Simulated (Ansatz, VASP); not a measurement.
**One calculation of O, two programs**

The input INCAR:

```
SYSTEM = O
PREC = Accurate
ENCUT = 520
EDIFF = 1E-6
ISMEAR = -1
SIGMA = 0.05
LREAL = .False.
LASPH = .True.
NELM = 60
ALGO = Normal
ISIF = 2
LWAVE = .False.
LCHARG = .False.
GGA = PS
NBANDS = 13
```

File KPOINTS:

```
regular mesh
0
Gamma
  8 8 6
  0 0 0
```

The input POSCAR:

```
O
1.0
    2.8514028533     -1.6624159400      0.0000000000
    2.8514028533      1.6624159400      0.0000000000
   -2.3944914034      0.0000000000      3.7929321897
O
2
Direct
    0.9745461700      0.9745461700      0.8444259800
    0.0254538300      0.0254538300      0.1555740200
```

File input.yaml:

```yaml
crystal:
  lattice:
    - [2.8514028533, -1.66241594, 0.0]
    - [2.8514028533, 1.66241594, 0.0]
    - [-2.3944914034, 0.0, 3.7929321897]
  atoms:
    - { symbol: O, position: [0.97454617, 0.97454617, 0.84442598] }
    - { symbol: O, position: [0.02545383, 0.02545383, 0.15557402] }
hamiltonian:
  xc: pbesol
  pseudopotentials: { kind: paw }
kpoints:
  mp_grid: { grid: [8, 8, 6] }
  band_path:
    path:
      - [[0.0, 0.0, -0.5], [0.0, 0.0, 0.0], [0.5, 0.0, 0.0]]
      - [[0.5, 0.0, -0.5], [0.0, 0.0, 0.0], [-0.5, -0.5, 0.5]]
      - [[-0.5, -0.5, 0.0], [0.0, 0.0, 0.0], [0.0, -0.5, 0.5]]
      - [[0.0, -0.5, 0.0], [0.0, 0.0, 0.0]]
    npoints: 14
scf:
  occupations: { method: fermi_dirac, width: 0.05 }
  n_extra_bands: 6
output:
  forces: true
  stress: true
  eigenvalues: true
  fatbands: false
```

Alike in both runs: functional PBEsol; k mesh 8 × 8 × 6; occupations fermi-dirac, width 0.05 eV; no spin polarisation.

```csv
,VASP,Ansatz
version,VASP 6.6.1,Ansatz 0.2.0
potentials or method,"VASP PAW PBE potentials, release 64 (O)",Ansatz PAW
plane-wave cutoff (eV),520,420
valence electrons in the cell,12,12
task,single point,band structure
```

|  | VASP | Ansatz | Ansatz less VASP |
| --- | --- | --- | --- |
| gap on the k mesh at the Fermi level (eV) | none | none | - |
| pressure (GPa) | -6.7 | -8.1 | -1.35 |
| traceless stress, the component that is largest in VASP (GPa) | -6.82 | -9.41 | -2.584 |
| rms of the force components (eV/Å) | 1.379 | 1.871 | +0.4927 |

VASP's potentials were made for PBE, not for PBEsol. Atom by atom the forces differ by 0.495 eV/Å (rms over components). A gap of «none» marks a metal or a gap that the smearing closes. With one functional, cell and mesh, what is left measures potentials, basis and numerics.

Noted on VASP's run: spin is off for a triplet molecule. Noted on Ansatz's run: spin is off for a triplet molecule.
